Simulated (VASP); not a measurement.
# Hf (Im-3m) in VASP: a series of runs

Runs on Hf. Level: RPBE. Tasks: single point, relaxation of cell and atoms.

All numbers are computed with VASP 6.6.1; they aren't measurements. Logs are shortened: lines on timing, memory, paths and dates and some standing lists are left out, and cuts for length are marked.

### Step 1. The cell of the first run

Symmetry: Im-3m, No. 229, cubic system. Conventional cell: a = 3.722 Å, b = 3.722 Å, c = 3.722 Å, α = 90.00°, β = 90.00°, γ = 90.00°. Within 4.2 Å of Hf (site symmetry m-3m) lie 14 Hf at 3.22 to 3.72 Å.

### Step 2. Single point, RPBE (volume scaled by 1.12)

INCAR reads:

```
SYSTEM = Hf
  PREC = Accurate
  ENCUT = 520
  EDIFF = 1E-6
  ISMEAR = -1
  SIGMA = 0.1
  LREAL = .False.
  LASPH = .True.
  NELM = 100
  ALGO = Normal
  ISIF = 2
  LWAVE = .False.
  LCHARG = .False.
  GGA = RP
  NBANDS = 11
```

KPOINTS reads:

```
regular mesh
0
Gamma
  14 14 14
  0 0 0
```

POSCAR reads:

```
Hf
1.0
   -1.8609112460      1.8609112460      1.8609112460
    1.8609112460     -1.8609112460      1.8609112460
    1.8609112460      1.8609112460     -1.8609112460
Hf
1
Direct
    0.0000000000      0.0000000000      0.0000000000
```

Potentials or basis: VASP PAW PBE potentials, release 64 (Hf_pv).

Run with:

```console
$ cat potpaw_PBE.64/Hf_pv/POTCAR > POTCAR
$ mpirun -np 1 vasp_std > vasp.out
```

OUTCAR:

```text
SYSTEM = Hf
   PREC = Accurate
   ENCUT = 520
   EDIFF = 1E-6
   ISMEAR = -1
   LREAL = .False.
   LASPH = .True.
   NELM = 100
   ISIF = 2
   GGA = RP

 ion  position               nearest neighbor table
   1  0.000  0.000  0.000-

  LATTYP: Found a body centered cubic cell.
 ALAT       =     3.7218224920

  Lattice vectors:

 A1 = (  -1.8609112460,   1.8609112460,   1.8609112460)
 A2 = (   1.8609112460,  -1.8609112460,   1.8609112460)
 A3 = (   1.8609112460,   1.8609112460,  -1.8609112460)

Analysis of symmetry for initial positions (statically):
=====================================================================
 Subroutine PRICEL returns:
 Original cell was already a primitive cell.

 Routine SETGRP: Setting up the symmetry group for a
 body centered cubic supercell.

 Subroutine GETGRP returns: Found 48 space group operations
[... 9 lines left out ...]

 Routine SETGRP: Setting up the symmetry group for a
 body centered cubic supercell.

 Subroutine GETGRP returns: Found 48 space group operations
[... 11 lines left out ...]
                                     Primitive cell

  volume of cell :      25.7773

  direct lattice vectors                    reciprocal lattice vectors
    -1.860911246  1.860911246  1.860911246     0.000000000  0.268685571  0.268685571
     1.860911246 -1.860911246  1.860911246     0.268685571  0.000000000  0.268685571
     1.860911246  1.860911246 -1.860911246     0.268685571  0.268685571  0.000000000

  length of vectors
     3.223192826  3.223192826  3.223192826     0.379978778  0.379978778  0.379978778

  position of ions in fractional coordinates (direct lattice)
     0.000000000  0.000000000  0.000000000

  ion indices of the primitive-cell ions
   primitive index   ion index
                 1           1

----------------------------------------------------------------------------------------

 KPOINTS: regular mesh

Automatic generation of k-mesh.
 Grid dimensions read from file:
 generate k-points for:   14   14   14

 Generating k-lattice:

  Cartesian coordinates                     Fractional coordinates (reciprocal lattice)
     0.000000000  0.019191826  0.019191826     0.071428571  0.000000000  0.000000000
     0.019191826  0.000000000  0.019191826     0.000000000  0.071428571  0.000000000
     0.019191826  0.019191826  0.000000000     0.000000000  0.000000000  0.071428571

  Length of vectors
     0.027141341  0.027141341  0.027141341

  Shift w.r.t. Gamma in fractional coordinates (k-lattice)
     0.000000000  0.000000000  0.000000000

 Subroutine IBZKPT returns following result:
 ===========================================

 Found    104 irreducible k-points:

 Following reciprocal coordinates:
            Coordinates               Weight
  0.000000  0.000000  0.000000      1.000000
  0.071429  0.000000  0.000000     12.000000
  0.142857  0.000000  0.000000     12.000000
  0.214286  0.000000  0.000000     12.000000
  0.285714  0.000000  0.000000     12.000000
  0.357143  0.000000  0.000000     12.000000
[... 16 lines left out ...]
  0.285714  0.285714  0.000000     24.000000
  0.357143  0.285714  0.000000     24.000000
 [... further k-points ...]
   k-points           NKPTS =    104   k-points in BZ     NKDIM =    104   number of bands    NBANDS=     11
   number of dos      NEDOS =    301   number of ions     NIONS =      1
   total plane-waves  NPLWV =  13824
   dimension x,y,z NGX =    24 NGY =   24 NGZ =   24
   dimension x,y,z NGXF=    48 NGYF=   48 NGZF=   48
   ions per type =               1
   NGX,Y,Z   is equivalent  to a cutoff of  12.38, 12.38, 12.38 a.u.
   NGXF,Y,Z  is equivalent  to a cutoff of  24.76, 24.76, 24.76 a.u.
 SYSTEM =  Hf
   PREC   = accura    normal or accurate (medium, high low for compatibility)
   ISTART =      0    job   : 0-new  1-cont  2-samecut
   ICHARG =      2    charge: 1-file 2-atom 10-const
   ISPIN  =      1    spin polarized calculation?
   LNONCOLLINEAR =      F non collinear calculations
   LSORBIT =      F    spin-orbit coupling
   LASPH  =      T    aspherical Exc in radial PAW
   ENCUT  =  520.0 eV  38.22 Ry    6.18 a.u.   5.99  5.99  5.99*2*pi/ulx,y,z
   NELM   =    100;   NELMIN=  2; NELMDL= -5     # of ELM steps
   EDIFF  = 0.1E-05   stopping-criterion for ELM
   LREAL  =      F    real-space projection
   EDIFFG = 0.1E-04   stopping-criterion for IOM
   NSW    =      0    number of steps for IOM
   IBRION =     -1    ionic relax: 0-MD 1-quasi-New 2-CG
   NFREE  =      0    steps in history (QN), initial steepest desc. (CG)
   ISIF   =      2    stress and relaxation
   ISYM   =      2    0-nonsym 1-usesym 2-fastsym
   POTIM  = 0.5000    time-step for ionic-motion
   TEBEG  =    0.0;   TEEND  =   0.0 temperature during run
   PSTRESS=    0.0 pullay stress
   NELECT =      10.0000    total number of electrons
   NUPDOWN=      -1.0000    fix difference up-down
   EMIN   =  10.00;   EMAX   =-10.00  energy-range for DOS
   EFERMI =   0.00;   METHOD = LEGACY
   ISMEAR =    -1;   SIGMA  =   0.10  broadening in eV -4-tet -1-fermi 0-gaus
   EFERMI_NEDOS =   21; number of points for ismear=-14 and -15
   IALGO  =     38    algorithm
   IMIX   =      4    mixing-type and parameters
     AMIX     =   0.40;   BMIX     =  1.00
     AMIX_MAG =   1.60;   BMIX_MAG =  1.00
  volume/ion in A,a.u.               =      25.78       173.95
  Fermi-wavevector in a.u.,A,eV,Ry     =   1.193977  2.256289 19.396197  1.425580
  Thomas-Fermi vector in A             =   2.329978
   LORBIT       =      0    0 simple, 1 ext, 2 COOP (PROOUT), +10 PAW based schemes
   GGA     = RP    functional components
   LHFCALC =     F    Hartree Fock is set to
   AEXX    =    0.0000 exact exchange contribution
   IVDW    =     0    specifies the selected vdW correction
   LEPSILON=     F    determine dielectric tensor
   LRPA    =     F    only Hartree local field effects (RPA)
 non-spin polarized calculation
  energy-cutoff  :      520.00
  volume of cell :       25.78
 maximum number of plane-waves:       708
   NGX = 11   NGY = 11   NGZ = 11

 number of electron      10.0000003 magnetization

 Free energy of the ion-electron system (eV)
  ---------------------------------------------------
  ext. energy  EPLUGINS =         0.00000000
  ---------------------------------------------------
  free energy    TOTEN  =        -9.26161196 eV

  energy without entropy =       -9.18357295  energy(sigma->0) =       -9.22259245

 E-fermi :   3.7899     XC(G=0): -10.5931

 val. band max:        3.7804566118   @ k =  -0.2143   0.3571   0.0714
 cond. band min:       3.8162215261   @ k =  -0.2857   0.3571   0.0714
 fundamental gap:      0.0357649143
 Fermi energy:         3.7899049894

 k-point     1 :       0.0000    0.0000    0.0000
  band No.  band energies     occupation
      1     -26.6705      2.00000
      2     -26.6705      2.00000
      3     -26.6705      2.00000
      4      -2.7945      2.00000
      5       5.1950      0.00000
      6       5.1950      0.00000
      7       5.1950      0.00000
      8       7.5779      0.00000
      9       7.5779      0.00000
     10      16.3443      0.00000
     11      16.3443      0.00000

 k-point     2 :       0.0714    0.0000    0.0000
  band No.  band energies     occupation
      1     -26.6962      2.00000
      2     -26.6789      2.00000
      3     -26.6705      2.00000
      4      -2.6344      2.00000
      5       5.0859      0.00000
      6       5.1510      0.00000
      7       5.3494      0.00000
      8       7.4117      0.00000
      9       7.5782      0.00000
     10      16.4843      0.00000
     11      16.6412      0.00000

 k-point     3 :       0.1429    0.0000    0.0000
  band No.  band energies     occupation
      1     -26.7674      2.00000
      2     -26.7022      2.00000
      3     -26.6705      2.00000
      4      -2.1711      2.00000
      5       4.7999      0.00008
      6       4.9544      0.00002
      7       5.8060      0.00000
      8       7.1391      0.00000
      9       7.5930      0.00000
     10      16.5587      0.00000
     11      16.7365      0.00000

 k-point     4 :       0.2143    0.0000    0.0000
  band No.  band energies     occupation
      1     -26.8686      2.00000
      2     -26.7357      2.00000
      3     -26.6706      2.00000
      4      -1.4604      2.00000
      5       4.4281      0.00338
      6       4.5580      0.00092
      7       6.5435      0.00000
      8       7.0797      0.00000
      9       7.6523      0.00000
     10      16.5125      0.00000
     11      16.5533      0.00000

 k-point     5 :       0.2857    0.0000    0.0000
  band No.  band energies     occupation
      1     -26.9786      2.00000
      2     -26.7727      2.00000
      3     -26.6706      2.00000
      4      -0.6134      2.00000
      5       4.0597      0.12624
      6       4.1473      0.05455
      7       7.2247      0.00000
      8       7.5186      0.00000
      9       7.7775      0.00000
     10      15.5429      0.00000
     11      15.5985      0.00000
[... 211 lines left out ...]
 k-point    21 :       0.2857    0.2143   -0.0000
  band No.  band energies     occupation
      1     -27.0820      2.00000
      2     -26.8757      2.00000
      3     -26.7199      2.00000
      4       1.3633      2.00000
      5       3.2865      1.98706
      6       3.7647      1.12540
      7       7.2488      0.00000
      8       8.0641      0.00000
      9      10.2748      0.00000
     10      11.9175      0.00000
     11      15.1653      0.00000

 k-point    22 :       0.3571    0.2143    0.0000
  band No.  band energies     occupation
      1     -27.0955      2.00000
      2     -26.9086      2.00000
      3     -26.7225      2.00000
      4       1.7487      2.00000
      5       3.3584      1.97363
      6       3.6667      1.54851
      7       7.3186      0.00000
      8       8.1943      0.00000
      9      10.8352      0.00000
     10      11.2053      0.00000
     11      14.3740      0.00000

 k-point    23 :       0.2857    0.2857    0.0000
  band No.  band energies     occupation
      1     -27.0686      2.00000
      2     -26.9369      2.00000
      3     -26.7293      2.00000
      4       2.0400      2.00000
      5       3.1394      1.99701
      6       3.5950      1.75069
      7       7.5177      0.00000
      8       7.9791      0.00000
      9      10.6272      0.00000
     10      11.4541      0.00000
     11      14.2391      0.00000

 k-point    24 :       0.3571    0.2857    0.0000
  band No.  band energies     occupation
      1     -27.0493      2.00000
      2     -26.9738      2.00000
      3     -26.7320      2.00000
      4       2.3228      2.00000
      5       3.2341      1.99232
      6       3.3652      1.97178
      7       7.6495      0.00000
      8       8.0547      0.00000
      9       9.9858      0.00000
     10      12.2365      0.00000
     11      13.5148      0.00000

 [... further k-points ...]
[... 5 lines left out ...]
  --------------------------------------------------------------------------------------
  -------------------------------------------------------------------------------------
  Total       -1.4796155     -1.4796155     -1.4796155     -0.0000000     -0.0000000      0.0000000
  in kB      -91.9649780    -91.9649780    -91.9649780     -0.0000000     -0.0000000      0.0000000
  external PRESSURE =     -91.9649780 kB  Pullay stress =       0.0000000 kB

 VOLUME and BASIS-vectors are now :
 -----------------------------------------------------------------------------
  energy-cutoff  :      520.00
  volume of cell :       25.78
      direct lattice vectors                 reciprocal lattice vectors
    -1.860911246  1.860911246  1.860911246     0.000000000  0.268685571  0.268685571
     1.860911246 -1.860911246  1.860911246     0.268685571  0.000000000  0.268685571
     1.860911246  1.860911246 -1.860911246     0.268685571  0.268685571  0.000000000

 POSITION                                       TOTAL-FORCE (eV/Angst)
 -----------------------------------------------------------------------------------
      0.00000      0.00000      0.00000         0.000000      0.000000      0.000000
 -----------------------------------------------------------------------------------
    total drift:                               -0.000000      0.000000      0.000000

  FREE ENERGIE OF THE ION-ELECTRON SYSTEM (eV)
  ---------------------------------------------------
  free  energy   TOTEN  =        -9.2616119602 eV

  energy  without entropy=       -9.1835729483  energy(sigma->0) =       -9.22259245
```

Run time: 18 s. Hardware: 1 thread of AMD EPYC 7R13 (Zen 3), shared host; peak memory 0.13 GiB.

What came out:

- Free energy: -9.2616 eV
- Pressure: -9.2 GPa
- Band gap on the k mesh: zero (band 5 reaches 5.20 eV, above the bottom of band 6 at 3.09 eV)

Caveat: the cell differs from its parent crystal (volume scaled by 1.12); the PAW data sets were made with another functional, which shifts forces and pressure a little; spin-orbit coupling is left out, which moves the levels of the heavy elements.

### Step 3. Relaxation of cell and atoms, RPBE

This run uses another cell than the first one, of 22.38 Å³/atom, 0.868 times its volume.

INCAR reads:

```
  PREC = Accurate
  ENCUT = 600
  EDIFF = 1E-6
  ISMEAR = -1
  SIGMA = 0.1
  LREAL = F
  LASPH = T
  NELM = 80
  ALGO = Normal
  ISIF = 3
  LWAVE = F
  LCHARG = F
  GGA = RP
  IBRION = 2
  NSW = 80
  EDIFFG = -0.01
```

KPOINTS reads:

```
Automatic mesh
0
Gamma
  12 12 12
```

POSCAR reads:

```
Hf
1.0
   -1.7752869173      1.7752869173      1.7752869173
    1.7752869173     -1.7752869173      1.7752869173
    1.7752869173      1.7752869173     -1.7752869173
Hf
1
Direct
    0.0000000000      0.0000000000      0.0000000000
```

Potentials or basis: VASP PAW PBE potentials, release 64 (Hf_pv).

Run with:

```console
$ cat potpaw_PBE.64/Hf_pv/POTCAR > POTCAR
$ mpirun -np 1 vasp_std > vasp.out
```

Run time: 36 s. Hardware: 1 thread of AMD EPYC 7R13 (Zen 3), shared host; peak memory 0.14 GiB.

Results (log left out):

* Free energy: -9.3496 eV
* Relaxed volume: 22.92 Å³/atom
* Relaxed cell: a = 3.099 Å, b = 3.099 Å, c = 3.099 Å, α = 109.47°, β = 109.47°, γ = 109.47°
* Space group after relaxing (to 0.05 Å): Im-3m (No. 229)
* Energy gained by relaxing: 3.8 meV/atom
* Ionic steps: 3
* Pressure after relaxing: 0.0 GPa
* Band gap on the k mesh: zero (band 5 reaches 6.05 eV, above the bottom of band 6 at 3.88 eV)

The path:
```
step  energy change (eV)  largest force (eV/Å)  pressure (GPa)  volume (Å³)
   1              0.0000                0.0000            2.33        22.38
   2             -0.0003                0.0000           -2.11        23.45
   3             -0.0038                0.0000            0.01        22.92
```

Final structure:
```
Hf
1.0
    -1.78945    1.78945    1.78945
     1.78945   -1.78945    1.78945
     1.78945    1.78945   -1.78945
Hf
1
Cartesian
  0.0000 0.0000 0.0000
```

Levels at points of the mesh, in eV from the Fermi level:
```csv
k point,band 2,band 3,band 4,band 5,band 6,band 7,band 8,band 9
"(0.00, 0.00, 0.00)",-29.98,-29.98,-6.96,1.53,1.53,1.53,4.24,4.24
"(0.50, 0.00, 0.00)",-30.22,-29.98,-3.29,-0.44,0.93,4.06,5.04,7.41
"(0.50, 0.50, 0.50)",-30.50,-30.50,-2.47,-2.47,6.61,6.61,6.61,7.02
```

Caveat: the PAW data sets were made with another functional, which shifts forces and pressure a little; spin-orbit coupling is left out, which moves the levels of the heavy elements.

### Step 4. Single point, RPBE

This run uses another cell than the first one, of 23.02 Å³/atom, 0.893 times its volume.

INCAR reads:

```
PREC = Accurate ; ENCUT = 520
EDIFF = 1E-6 ; ISMEAR = -1
SIGMA = 0.1 ; LREAL = F
LASPH = T ; NELM = 100
ALGO = Normal ; ISIF = 2
LWAVE = F ; LCHARG = F
GGA = RP ; NBANDS = 11
```

KPOINTS reads:

```
Automatic mesh
0
Gamma
  20 20 20
```

POSCAR reads:

```
Hf
1.0
   -1.7919242752      1.7919242752      1.7919242752
    1.7919242752     -1.7919242752      1.7919242752
    1.7919242752      1.7919242752     -1.7919242752
Hf
1
Direct
    0.0000000000      0.0000000000      0.0000000000
```

Run with:

```console
$ cat potpaw_PBE.64/Hf_pv/POTCAR > POTCAR
$ mpirun -np 1 vasp_std > vasp.out
```

Wall time 45 s (1 thread of AMD EPYC 7R13 (Zen 3), shared host); peak memory 0.16 GiB.

Results (log left out):

```
Free energy            : -9.3498 eV
Pressure               : -0.4 GPa
Band gap on the k mesh : zero (band 5 reaches 6.02 eV, above the bottom of band 6 at 3.77 eV)
```

Levels at points of the mesh, in eV from the Fermi level:
```tsv
k point	band 3	band 4	band 5	band 6	band 7	band 8
(0.00, 0.00, 0.00)	-29.99	-6.95	1.53	1.53	1.53	4.22
(0.50, 0.00, 0.00)	-29.99	-3.28	-0.43	0.92	4.05	5.02
(0.50, 0.50, 0.50)	-30.51	-2.45	-2.45	6.58	6.58	6.58
```

Caveat: the PAW data sets were made with another functional, which shifts forces and pressure a little; spin-orbit coupling is left out, which moves the levels of the heavy elements.

### Step 5. The runs side by side

| task | cell | k mesh | cutoff (eV) | gap on the mesh (eV) | pressure (GPa) |
| --- | --- | --- | --- | --- | --- |
| single point | a = 3.223 Å, angles 109.5°, 1 atom | 14 × 14 × 14 | 520 | none | -9.2 |
| relaxation of cell and atoms | relaxed from a = 3.075 Å, angles 109.5°, 1 atom | 12 × 12 × 12 | 600 | none | 0.0 |
| single point | a = 3.104 Å, angles 109.5°, 1 atom | 20 × 20 × 20 | 520 | none | -0.4 |

Alike in all rows: level RPBE; potentials or basis VASP PAW PBE potentials, release 64 (Hf_pv); no spin polarisation; smearing fermi-dirac 0.1 eV.

Caveats: the PAW data sets were made with another functional, which shifts forces and pressure a little; spin-orbit coupling is left out, which moves the levels of the heavy elements.

Absolute energies hang on the potentials; compare differences alone.
